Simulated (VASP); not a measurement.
Crystal: MgF2 (Sellaite).

```
Mg F
1.0
     4.62500    0.00000    0.00000
     0.00000    4.62500    0.00000
     0.00000    0.00000    3.05200
Mg F
2 4
Direct
  0.00000 0.00000 0.00000
  0.50000 0.50000 0.50000
  0.30300 0.30300 0.00000
  0.19700 0.80300 0.50000
  0.69700 0.69700 0.00000
  0.80300 0.19700 0.50000
```

* Program: VASP 6.6.1
* Task: relaxation of cell and atoms
* Functional: PBE
* Potentials or basis: VASP PAW PBE potentials, release 64 (Mg, F)
* Cutoff: 600 eV
* k mesh: 6 × 6 × 8
* Occupations: gaussian, width 0.02 eV
* Spin: no spin polarisation

At the start: pressure 3.5 GPa; volume 10.88 Å³/atom.

Problem. How do energy, volume and symmetry change on relaxing?

Solution. Over 5 steps the energy falls by 4.0 meV/atom and the volume is 11.26 Å³/atom (+3.5 %); space group P4_2/mnm (No. 136, to 0.05 Å).

The path:
```
step  energy change (eV)  largest force (eV/Å)  pressure (GPa)  volume (Å³)
   1              0.0000                0.0219            3.50        65.28
   2             -0.0237                0.0395           -0.03        67.55
   3             -0.0237                0.0386            0.02        67.52
   4             -0.0240                0.0184            0.00        67.55
   5             -0.0241                0.0003            0.00        67.58
```

Final structure:
```
Mg F
1.0
     4.68133    0.00000    0.00000
     0.00000    4.68133    0.00000
     0.00000    0.00000    3.08363
Mg F
2 4
Direct
  0.00000 0.00000 0.00000
  0.50000 0.50000 0.50000
  0.30337 0.30337 0.00000
  0.19663 0.80337 0.50000
  0.69663 0.69663 0.00000
  0.80337 0.19663 0.50000
```
